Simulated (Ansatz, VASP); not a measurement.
# GaSb: VASP beside Ansatz

Contents of POSCAR:

```
GaSb
1.0
    0.0000000000      3.0590000000      3.0590000000
    3.0590000000      0.0000000000      3.0590000000
    3.0590000000      3.0590000000      0.0000000000
Ga Sb
1 1
Direct
    0.0000000000      0.0000000000      0.0000000000
    0.7500000000      0.7500000000      0.7500000000
```

The input INCAR.step1:

```
PREC = Accurate
ENCUT = 600
ISMEAR = -1
SIGMA = 0.1
LREAL = F
LASPH = T
NELM = 80
GGA = PE
ALGO = Normal
EDIFF = 1E-4
LWAVE = T
LCHARG = F
```

INCAR.step2

```
PREC = Accurate
ENCUT = 600
EDIFF = 1E-6
ISMEAR = -1
SIGMA = 0.1
LREAL = F
LASPH = T
NELM = 80
ALGO = Normal
ISIF = 3
LWAVE = F
LCHARG = F
METAGGA = R2SCAN
LMIXTAU = T
IBRION = 2
NSW = 100
EDIFFG = -0.002
ISTART = 1
```

KPOINTS

```
regular mesh
0
Gamma
  14 14 14
```

Input for Ansatz:

```yaml
crystal:
  lattice:
    - [0.0, 3.059, 3.059]
    - [3.059, 0.0, 3.059]
    - [3.059, 3.059, 0.0]
  atoms:
    - { symbol: Ga, position: [0.0, 0.0, 0.0] }
    - { symbol: Sb, position: [0.75, 0.75, 0.75] }
kpoints:
  mp_grid: { grid: [14, 14, 14] }
scf:
  occupations: { method: fermi_dirac, width: 0.1 }
hamiltonian:
  xc: r2scan
  pseudopotentials: { kind: paw }
relax:
  f_tol: 0.002
  max_steps: 80
  cell: {}
output:
  forces: true
  stress: true
```

Alike in both runs: task relaxation of cell and atoms; functional r2SCAN; k mesh 14 × 14 × 14; occupations fermi-dirac, width 0.1 eV; no spin polarisation.

```csv
,VASP,Ansatz
version,VASP 6.6.1,Ansatz 0.2.0
potentials or method,"VASP PAW PBE potentials, release 64 (Ga_d, Sb)","PAW with Ansatz's default frozen-core files, scalar-relativistic"
plane-wave cutoff (eV),600,500
valence electrons in the cell,18,28
```

Ansatz gave:

| Property | Result |
| --- | --- |
| relaxed volume (Å³/atom) | 28.84 |
| relaxed cell length with the largest relative difference (Å) | 4.337 |

Task: Estimate VASP's values.

Result: Relaxed volume (Å³/atom): 28.87; relaxed cell length with the largest relative difference (Å): 4.338.

VASP's potentials were made for PBE, not for r2SCAN. VASP's potentials hold 18 valence electrons a cell and Ansatz's 28, so a difference there can come from the potentials and not from the codes.

Spin-orbit coupling is off throughout.
